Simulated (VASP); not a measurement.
Input of a VASP 6.6.1 run:

Contents of POSCAR:

```
SiC3
1.0
    1.4294490682      0.8252928043      4.7163147890
   -1.4294490682      0.8252928043      4.7163147890
    0.0000000000     -1.6505856086      4.7163147889
C Si
3 1
Direct
    1.0082378925      0.0082378925      0.0082378925
    0.4889604675      0.4889604675      0.4889604675
    0.3791724032      0.3791724032      0.3791724032
    0.8736292368      0.8736292368      0.8736292368
```

File INCAR.step1:

```
SYSTEM = SiC3
  ALGO = Normal
  EDIFF = 1E-4
  ENCUT = 520
  GGA = PE
  ISMEAR = 0
  LASPH = .True.
  LCHARG = .False.
  LREAL = .False.
  LWAVE = .True.
  NBANDS = 16
  NELM = 80
  PREC = Accurate
  SIGMA = 0.01
```

Contents of INCAR.step2:

```
SYSTEM = SiC3
  ALGO = Normal
  EDIFF = 1E-7
  ENCUT = 520
  ISIF = 2
  ISMEAR = 0
  ISTART = 1
  LASPH = .True.
  LCHARG = .False.
  LMIXTAU = .True.
  LREAL = .False.
  LWAVE = .False.
  METAGGA = R2SCAN
  NBANDS = 16
  NELM = 80
  PREC = Accurate
  SIGMA = 0.01
```

The input KPOINTS:

```
k-points
0
Gamma
  8 8 8
  0 0 0
```

Potentials or basis: VASP PAW PBE potentials, release 64 (C, Si).

The run is started by

```bash
$ cat potpaw_PBE.64/C/POTCAR potpaw_PBE.64/Si/POTCAR > POTCAR
$ cp INCAR.step1 INCAR
$ mpirun -np 1 vasp_std > vasp.out
$ cp INCAR.step2 INCAR
$ mpirun -np 1 vasp_std > vasp.out
```

Question: Predict the pressure.

Answer: -8.0 GPa.

Question: Estimate the largest force.

Answer: 0.204 eV/Å.

Question: What does it give for the band gap on the k mesh?

Answer: 1.91 eV, indirect (least direct gap 3.55 eV).

Forces in eV/Å, atoms in the order of the input:
```
C    0.000  0.000 -0.105
C    0.000  0.000  0.150
C    0.000  0.000  0.159
Si   0.000  0.000 -0.204
```

Caveat: the PAW data sets were made with another functional, which shifts forces and pressure a little. A k mesh can miss the band edges.
